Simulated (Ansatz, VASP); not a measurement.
## Two plane-wave programs on Ca2YRhC6N6

```
Ca Y Rh C N
1.0
     0.00000    5.65149    5.65149
     5.65149    0.00000    5.65149
     5.65149    5.65149    0.00000
Ca Y Rh C N
2 1 1 6 6
Cartesian
  2.8257 2.8257 2.8257
  8.4772 8.4772 8.4772
  0.0000 0.0000 0.0000
  5.6515 5.6515 5.6515
  2.5048 5.6515 5.6515
  5.6515 2.5048 5.6515
  5.6515 5.6515 2.5048
  8.7982 5.6515 5.6515
  5.6515 8.7982 5.6515
  5.6515 5.6515 8.7982
  3.6807 5.6515 5.6515
  5.6515 3.6807 5.6515
  5.6515 5.6515 3.6807
  7.6223 5.6515 5.6515
  5.6515 7.6223 5.6515
  5.6515 5.6515 7.6223
```

Alike in both runs: functional PBE; k mesh 4 × 4 × 4; occupations gaussian, width 0.1 eV; collinear spin.

Ansatz relaxed the structure, and its values are those at the end. VASP's run is a single point on that final structure, the one shown.

|  | VASP | Ansatz |
| --- | --- | --- |
| version | VASP 6.6.1 | Ansatz 0.2.0 |
| potentials or method | VASP PAW PBE potentials, release 64 (Ca_sv, Y_sv, Rh_pv, C, N), cutoff 520 eV | scalar-relativistic, plane waves, PAW |
| valence electrons in the cell | 100 | 102 |

|  | VASP | Ansatz | Ansatz less VASP |
| --- | --- | --- | --- |
| gap on the k mesh at the Fermi level (eV) | none | none | - |
| pressure (GPa) | 0.4 | 0.2 | -0.25 |
| rms of the force components (eV/Å) | 0.182 | 0.001 | -0.1809 |
| net moment per atom (μB) | 0.00 | 0.00 | 0.000 |

A gap of «none» marks a metal or a gap that the smearing closes. One of these differences is far larger than is usual between the two programs; its cause wasn't traced. The functional is the same, so the differences come from potentials, cutoffs and numerics. VASP's potentials hold 100 valence electrons a cell and Ansatz's 102, so a difference there can come from the potentials and not from the codes. Ansatz's warnings: seeded moment not kept.

Noted on VASP's run: the standard files for N, O and F lose accuracy on very short bonds.
